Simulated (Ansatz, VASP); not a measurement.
## Two plane-wave programs on ZrBr5

File INCAR:

```
PREC     = Accurate       # precision mode
ENCUT    = 520            # plane-wave cutoff, eV
EDIFF    = 1E-6           # SCF threshold, eV
ISMEAR   = 0              # smearing method
SIGMA    = 0.1            # smearing width, eV
LREAL    = False          # projectors in reciprocal space
LASPH    = True           # aspherical terms in the spheres
NELM     = 100            # most SCF steps
ALGO     = Normal         # electronic algorithm
ISIF     = 2              # what is computed and relaxed
LWAVE    = False          # write WAVECAR
LCHARG   = True           # write CHGCAR
GGA      = PE             # functional
LELF     = True           # ELF
LVHAR    = True         
NBANDS   = 32             # bands
```

The input KPOINTS:

```
regular mesh
0
Gamma
  3 3 4
```

Contents of POSCAR:

```
ZrBr5
1.0
    6.7910692800      0.0000000000      0.0000000000
   -3.3955346400      5.8812385200      0.0000000000
    0.0000000000      0.0000000000      6.2909665000
Zr Br
1 5
Direct
    0.0000000000      0.0000000000      0.5000000000
    0.0000000000      0.6714212300      0.0000000000
    0.6714212300      0.0000000000      0.0000000000
    0.3285787700      0.3285787700      0.0000000000
    0.6666666700      0.3333333300      0.5000000000
    0.3333333300      0.6666666700      0.5000000000
```

Input for Ansatz:

```yaml
crystal:
  lattice:
    - [6.79106928, 0.0, 0.0]
    - [-3.39553464, 5.88123852, 0.0]
    - [0.0, 0.0, 6.2909665]
  atoms:
    - { symbol: Zr, position: [0.0, 0.0, 0.5] }
    - { symbol: Br, position: [0.0, 0.67142123, 0.0] }
    - { symbol: Br, position: [0.67142123, 0.0, 0.0] }
    - { symbol: Br, position: [0.32857877, 0.32857877, 0.0] }
    - { symbol: Br, position: [0.66666667, 0.33333333, 0.5] }
    - { symbol: Br, position: [0.33333333, 0.66666667, 0.5] }
basis:
  ecutwfc: 420
kpoints:
  mp_grid: { grid: [3, 3, 4] }
hamiltonian:
  xc: pbe
scf:
  occupations: { method: gaussian, width: 0.1 }
  lower_state_search: "off"
output:
  forces: true
  stress: true
  eigenvalues: true
```

Change from the starting cell: species swapped into the LiMg5 type (P-62m, No. 189).

Alike in both runs: task single point; functional PBE; k mesh 3 × 3 × 4; occupations gaussian, width 0.1 eV; no spin polarisation.

|  | VASP | Ansatz |
| --- | --- | --- |
| version | VASP 6.6.1 | Ansatz 0.2.0 |
| potentials or method | VASP PAW PBE potentials, release 64 (Zr_sv, Br), cutoff 520 eV | scalar-relativistic, plane waves, PAW |
| valence electrons in the cell | 47 | 47 |

|  | VASP | Ansatz | Ansatz less VASP |
| --- | --- | --- | --- |
| gap on the k mesh at the Fermi level (eV) | none | none | - |
| pressure (GPa) | -7.3 | -7.3 | 0.00 |
| traceless stress, the component that is largest in VASP (GPa) | -0.77 | -0.77 | +0.001 |
| rms of the force components (eV/Å) | 0.352 | 0.352 | 0.0000 |

Atom by atom the forces differ by 0.000 eV/Å (rms over components). A gap of «none» marks a metal or a gap that the smearing closes.
